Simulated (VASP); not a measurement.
Here is a VASP 6.6.1 calculation.

INCAR

```
  ALGO = Normal
  EDIFF = 1E-6
  ENCUT = 500
  GGA = PE
  GGA_COMPAT = False
  ISIF = 2
  ISMEAR = -1
  LASPH = True
  LCHARG = False
  LREAL = False
  LWAVE = False
  NBANDS = 16
  NELM = 120
  PREC = Accurate
  SIGMA = 0.1
```

The input KPOINTS:

```
k-points
0
Gamma
  5 5 5
```

File POSCAR:

```
SrAlH3
1.0
    4.5854620000      0.0000000000      0.0000000000
    0.0000000000      4.5854620000      0.0000000000
    0.0000000000      0.0000000000      4.5854620000
Sr Al H
1 1 3
Direct
    0.5000000000      0.5000000000      0.5000000000
    0.0000000000      0.0000000000      0.0000000000
    0.0000000000      0.5000000000      0.5000000000
    0.5000000000      0.5000000000      0.0000000000
    0.5000000000      0.0000000000      0.5000000000
```

Potentials or basis: VASP PAW PBE potentials, release 64 (Sr_sv, Al, H).

Run with:

```sh
$ cat potpaw_PBE.64/Sr_sv/POTCAR potpaw_PBE.64/Al/POTCAR potpaw_PBE.64/H/POTCAR > POTCAR
$ mpirun -np 1 vasp_std > vasp.out
```

**Question.** What does it give for the band gap on the k mesh?

**Answer.** 0.56 eV, indirect (least direct gap 1.61 eV).

**Question.** What does it give for the pressure?

**Answer.** 0.1 GPa.

A k mesh can miss the band edges. As with any semilocal functional, this PBE gap is likely too small.
